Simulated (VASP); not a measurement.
# MgO in VASP: single point with PBE

Aim: the single point of MgO with PBE.

Program: VASP 6.6.1. These are calculated values, not measurements. Logs are shortened: lines on timing, memory, paths and dates and some standing lists are left out, and cuts for length are marked.

## (1) The cell of the first run

The cell holds a slab with vacuum, 6 atoms: a = 3.009 Å, b = 3.009 Å, c = 18.255 Å, α = 90.00°, β = 90.00°, γ = 90.00°.

## (2) Single point, PBE

File INCAR:

```
SYSTEM = MgO
ALGO     = Normal         ! electronic algorithm
DIPOL    = 0.5 0.5 0.500
EDIFF    = 1E-6           ! SCF threshold, eV
ENCUT    = 520            ! plane-wave cutoff, eV
GGA      = PE             ! functional
IDIPOL   = 3            
ISIF     = 2              ! what is computed and relaxed
ISMEAR   = 0              ! smearing method
LASPH    = .TRUE.         ! aspherical terms in the spheres
LCHARG   = .TRUE.         ! write CHGCAR
LDIPOL   = .TRUE.       
LELF     = .TRUE.         ! ELF
LREAL    = .FALSE.        ! projectors in reciprocal space
LVACPOTAV= .TRUE.       
LVHAR    = .TRUE.       
LWAVE    = .FALSE.        ! write WAVECAR
NBANDS   = 21             ! bands
NELM     = 60             ! most SCF steps
PREC     = Accurate       ! precision mode
SIGMA    = 0.05           ! smearing width, eV
```

File KPOINTS:

```
k-points
0
G
  9 9 1
  0 0 0
```

File POSCAR:

```
MgO
1.0
    3.0085896291      0.0000000000      0.0000000000
    0.0000000000      3.0085896291      0.0000000000
    0.0000000000      0.0000000000     18.2547882571
Mg O
3 3
Direct
    0.5000000000      0.5000000000      0.3834610351
    0.0000000000      0.0000000000      0.5002765932
    0.5000000000      0.5000000000      0.6152366194
    0.0000000000      0.0000000000      0.3834610351
    0.5000000000      0.5000000000      0.4997432833
    0.0000000000      0.0000000000      0.6179180051
```

Potentials or basis: VASP PAW PBE potentials, release 64 (Mg, O).

Launch:

```bash
cat potpaw_PBE.64/Mg/POTCAR potpaw_PBE.64/O/POTCAR > POTCAR
mpirun -np 1 vasp_std > vasp.out
```

OUTCAR:

```text
SYSTEM = MgO
   EDIFF = 1E-6
   ENCUT = 520
   GGA = PE
   ISIF = 2
   ISMEAR = 0
   LASPH = .TRUE.
   LREAL = .FALSE.
   NELM = 60
   PREC = Accurate

 ion  position               nearest neighbor table
   1  0.500  0.500  0.383-   5 2.12   4 2.13   4 2.13   4 2.13   4 2.13   2 3.01   2 3.01   2 3.01
                             2 3.01
   2  0.000  0.000  0.500-   5 2.13   5 2.13   5 2.13   5 2.13   4 2.13   6 2.15   3 2.99   3 2.99
                             3 2.99   3 2.99   1 3.01   1 3.01   1 3.01   1 3.01
   3  0.500  0.500  0.615-   5 2.11   6 2.13   6 2.13   6 2.13   6 2.13   2 2.99   2 2.99   2 2.99
                             2 2.99
   4  0.000  0.000  0.383-   1 2.13   1 2.13   1 2.13   1 2.13   2 2.13
   5  0.500  0.500  0.500-   3 2.11   1 2.12   2 2.13   2 2.13   2 2.13   2 2.13
   6  0.000  0.000  0.618-   3 2.13   3 2.13   3 2.13   3 2.13   2 2.15

  LATTYP: Found a simple tetragonal cell.
 ALAT       =     3.0085896291
 C/A-ratio  =     6.0675567317

  Lattice vectors:

 A1 = (   3.0085896291,   0.0000000000,   0.0000000000)
 A2 = (   0.0000000000,   3.0085896291,   0.0000000000)
 A3 = (   0.0000000000,   0.0000000000,  18.2547882571)

Analysis of symmetry for initial positions (statically):
=====================================================================
 Subroutine PRICEL returns:
 Original cell was already a primitive cell.

 Routine SETGRP: Setting up the symmetry group for a
 simple tetragonal supercell.

 Subroutine GETGRP returns: Found  8 space group operations
 (whereof  8 operations were pure point group operations)
 out of a pool of 16 trial point group operations.

The static configuration has the point symmetry C_4v.

Analysis of symmetry for dynamics (positions and initial velocities):
=====================================================================
 Subroutine PRICEL returns:
 Original cell was already a primitive cell.

 Routine SETGRP: Setting up the symmetry group for a
 simple tetragonal supercell.

 Subroutine GETGRP returns: Found  8 space group operations
 (whereof  8 operations were pure point group operations)
 out of a pool of 16 trial point group operations.

The dynamic configuration has the point symmetry C_4v.

 Subroutine INISYM returns: Found  8 space group operations
 (whereof  8 operations are pure point group operations),
 and found     1 'primitive' translations

----------------------------------------------------------------------------------------

                                     Primitive cell

  volume of cell :     165.2353

  direct lattice vectors                    reciprocal lattice vectors
     3.008589629  0.000000000  0.000000000     0.332381655  0.000000000  0.000000000
     0.000000000  3.008589629  0.000000000     0.000000000  0.332381655  0.000000000
     0.000000000  0.000000000 18.254788257     0.000000000  0.000000000  0.054780148

  length of vectors
     3.008589629  3.008589629 18.254788257     0.332381655  0.332381655  0.054780148

  position of ions in fractional coordinates (direct lattice)
     0.500000000  0.500000000  0.383461035
     0.000000000  0.000000000  0.500276593
     0.500000000  0.500000000  0.615236619
     0.000000000  0.000000000  0.383461035
     0.500000000  0.500000000  0.499743283
     0.000000000  0.000000000  0.617918005

  ion indices of the primitive-cell ions
   primitive index   ion index
                 1           1
                 2           2
                 3           3
                 4           4
                 5           5
                 6           6

----------------------------------------------------------------------------------------

 KPOINTS: k-points

Automatic generation of k-mesh.
 Grid dimensions read from file:
 generate k-points for:    9    9    1

 Generating k-lattice:

  Cartesian coordinates                     Fractional coordinates (reciprocal lattice)
     0.036931295  0.000000000  0.000000000     0.111111111  0.000000000  0.000000000
     0.000000000  0.036931295  0.000000000     0.000000000  0.111111111  0.000000000
     0.000000000  0.000000000  0.054780148     0.000000000  0.000000000  1.000000000

  Length of vectors
     0.036931295  0.036931295  0.054780148

  Shift w.r.t. Gamma in fractional coordinates (k-lattice)
     0.000000000  0.000000000  0.000000000

 Subroutine IBZKPT returns following result:
 ===========================================

 Found     15 irreducible k-points:

 Following reciprocal coordinates:
            Coordinates               Weight
  0.000000  0.000000  0.000000      1.000000
  0.111111  0.000000  0.000000      4.000000
  0.222222  0.000000  0.000000      4.000000
  0.333333  0.000000  0.000000      4.000000
  0.444444  0.000000  0.000000      4.000000
  0.111111  0.111111  0.000000      4.000000
  0.222222  0.111111  0.000000      8.000000
  0.333333  0.111111  0.000000      8.000000
  0.444444  0.111111  0.000000      8.000000
  0.222222  0.222222  0.000000      4.000000
  0.333333  0.222222  0.000000      8.000000
  0.444444  0.222222  0.000000      8.000000
  0.333333  0.333333  0.000000      4.000000
  0.444444  0.333333  0.000000      8.000000
  0.444444  0.444444  0.000000      4.000000
   k-points           NKPTS =     15   k-points in BZ     NKDIM =     15   number of bands    NBANDS=     21
   number of dos      NEDOS =    301   number of ions     NIONS =      6
   total plane-waves  NPLWV =  80640
   dimension x,y,z NGX =    24 NGY =   24 NGZ =  140
   dimension x,y,z NGXF=    48 NGYF=   48 NGZF=  280
   ions per type =               3   3
   NGX,Y,Z   is equivalent  to a cutoff of  13.26, 13.26, 12.75 a.u.
   NGXF,Y,Z  is equivalent  to a cutoff of  26.52, 26.52, 25.50 a.u.
 SYSTEM =  MgO
   PREC   = accura    normal or accurate (medium, high low for compatibility)
   ISTART =      0    job   : 0-new  1-cont  2-samecut
   ICHARG =      2    charge: 1-file 2-atom 10-const
   ISPIN  =      1    spin polarized calculation?
   LNONCOLLINEAR =      F non collinear calculations
   LSORBIT =      F    spin-orbit coupling
   LASPH  =      T    aspherical Exc in radial PAW
   ENCUT  =  520.0 eV  38.22 Ry    6.18 a.u.   5.59  5.59 33.94*2*pi/ulx,y,z
   NELM   =     60;   NELMIN=  2; NELMDL= -5     # of ELM steps
   EDIFF  = 0.1E-05   stopping-criterion for ELM
   LREAL  =      F    real-space projection
   EDIFFG = 0.1E-04   stopping-criterion for IOM
   NSW    =      0    number of steps for IOM
   IBRION =     -1    ionic relax: 0-MD 1-quasi-New 2-CG
   NFREE  =      0    steps in history (QN), initial steepest desc. (CG)
   ISIF   =      2    stress and relaxation
   ISYM   =      2    0-nonsym 1-usesym 2-fastsym
   POTIM  = 0.5000    time-step for ionic-motion
   TEBEG  =    0.0;   TEEND  =   0.0 temperature during run
   PSTRESS=    0.0 pullay stress
   NELECT =      24.0000    total number of electrons
   NUPDOWN=      -1.0000    fix difference up-down
   EMIN   =  10.00;   EMAX   =-10.00  energy-range for DOS
   EFERMI =   0.00;   METHOD = LEGACY
   ISMEAR =     0;   SIGMA  =   0.05  broadening in eV -4-tet -1-fermi 0-gaus
   EFERMI_NEDOS =   21; number of points for ismear=-14 and -15
   IALGO  =     38    algorithm
   IMIX   =      4    mixing-type and parameters
     AMIX     =   0.40;   BMIX     =  1.00
     AMIX_MAG =   1.60;   BMIX_MAG =  1.00
  volume/ion in A,a.u.               =      27.54       185.84
  Fermi-wavevector in a.u.,A,eV,Ry     =   0.860553  1.626210 10.075817  0.740552
  Thomas-Fermi vector in A             =   1.978075
   LORBIT       =      0    0 simple, 1 ext, 2 COOP (PROOUT), +10 PAW based schemes
   GGA     = PE    functional components
   LHFCALC =     F    Hartree Fock is set to
   AEXX    =    0.0000 exact exchange contribution
   IVDW    =     0    specifies the selected vdW correction
   LEPSILON=     F    determine dielectric tensor
   LRPA    =     F    only Hartree local field effects (RPA)
 non-spin polarized calculation
 Gauss-broadening in eV      SIGMA  =   0.05
  energy-cutoff  :      520.00
  volume of cell :      165.24
 maximum number of plane-waves:      4475
 NGX is ok and might be reduce to    24
   NGX = 11   NGY = 11   NGZ = 67

 number of electron      24.0000002 magnetization

 dipolmoment           0.000000      0.000000      0.019971 electrons x Angstroem

 Free energy of the ion-electron system (eV)
  ---------------------------------------------------
  ext. energy  EPLUGINS =         0.00000000
  ---------------------------------------------------
  free energy    TOTEN  =       -34.69994816 eV

  energy without entropy =      -34.69994816  energy(sigma->0) =      -34.69994816

 E-fermi :  -1.9873     XC(G=0):  -4.6500

 val. band max:       -2.2447797398   @ k =   0.0000   0.0000   0.0000
 cond. band min:       0.9855163087   @ k =   0.0000   0.0000   0.0000
 fundamental gap:      3.2302960485
 Fermi energy:        -1.9872687394

 k-point     1 :       0.0000    0.0000    0.0000
  band No.  band energies     occupation
      1     -18.9746      2.00000
      2     -18.2141      2.00000
      3     -17.8261      2.00000
      4      -5.5213      2.00000
      5      -4.1356      2.00000
      6      -3.2350      2.00000
[... 13 lines left out ...]
     20       7.4759      0.00000
     21       7.9928      0.00000

 k-point     2 :       0.1111    0.0000    0.0000
  band No.  band energies     occupation
      1     -18.9006      2.00000
      2     -18.1613      2.00000
      3     -17.7992      2.00000
      4      -5.4642      2.00000
      5      -4.3296      2.00000
      6      -3.3890      2.00000
[... 13 lines left out ...]
     20       7.7417      0.00000
     21       8.3082      0.00000
[... 271 lines left out ...]
      5      -5.4964      2.00000
      6      -5.2143      2.00000
[... 13 lines left out ...]
     20       8.3441      0.00000
     21       8.8257      0.00000

 k-point    15 :       0.4444    0.4444    0.0000
  band No.  band energies     occupation
      1     -17.8762      2.00000
      2     -17.5287      2.00000
      3     -17.3555      2.00000
      4      -5.7138      2.00000
      5      -5.6905      2.00000
      6      -4.8416      2.00000
[... 13 lines left out ...]
     20       8.7091      0.00000
     21       9.3632      0.00000

------------------------ aborting loop because EDIFF is reached ----------------------------------------

  FORCE on cell =-STRESS in cart. coord.  units (eV):
  Direction    XX          YY          ZZ          XY          YZ          ZX
  --------------------------------------------------------------------------------------
  -------------------------------------------------------------------------------------
  Total       -4.0529119     -4.0529119     -0.1910824      0.0000000      0.0000000      0.0000000
  in kB      -39.2984153    -39.2984153     -1.8528001      0.0000000      0.0000000      0.0000000
  external PRESSURE =     -26.8165436 kB  Pullay stress =       0.0000000 kB

 VOLUME and BASIS-vectors are now :
 -----------------------------------------------------------------------------
  energy-cutoff  :      520.00
  volume of cell :      165.24
      direct lattice vectors                 reciprocal lattice vectors
     3.008589629  0.000000000  0.000000000     0.332381655  0.000000000  0.000000000
     0.000000000  3.008589629  0.000000000     0.000000000  0.332381655  0.000000000
     0.000000000  0.000000000 18.254788257     0.000000000  0.000000000  0.054780148

 POSITION                                       TOTAL-FORCE (eV/Angst)
 -----------------------------------------------------------------------------------
      1.50429      1.50429      7.00000         0.000000     -0.000000      0.452887
      0.00000      0.00000      9.13244        -0.000000     -0.000000     -0.020211
      1.50429      1.50429     11.23101         0.000000      0.000000     -0.038536
      0.00000      0.00000      7.00000         0.000000     -0.000000     -0.427669
      1.50429      1.50429      9.12271         0.000000     -0.000000      0.027420
      0.00000      0.00000     11.27996         0.000000     -0.000000      0.006109
 -----------------------------------------------------------------------------------
    total drift:                                0.000000      0.000000      0.000214

  FREE ENERGIE OF THE ION-ELECTRON SYSTEM (eV)
  ---------------------------------------------------
  free  energy   TOTEN  =       -34.6999481587 eV

  energy  without entropy=      -34.6999481587  energy(sigma->0) =      -34.69994816

 vacuum level on the upper side and lower side of the slab         3.010         2.611
```

Run time: 91 s. Hardware: 1 thread of Intel Xeon Platinum 8124M at 3.00GHz (Skylake/Cascade Lake), shared host; peak memory 0.27 GiB.

Results:

* Free energy: -34.6999 eV
* Largest force: 0.453 eV/Å
* Band gap on the k mesh: 3.23 eV, direct

Forces on the atoms (eV/Å):
```
Mg   0.000  0.000  0.453
Mg   0.000  0.000 -0.020
Mg   0.000  0.000 -0.039
O    0.000  0.000 -0.428
O    0.000  0.000  0.027
O    0.000  0.000  0.006
```
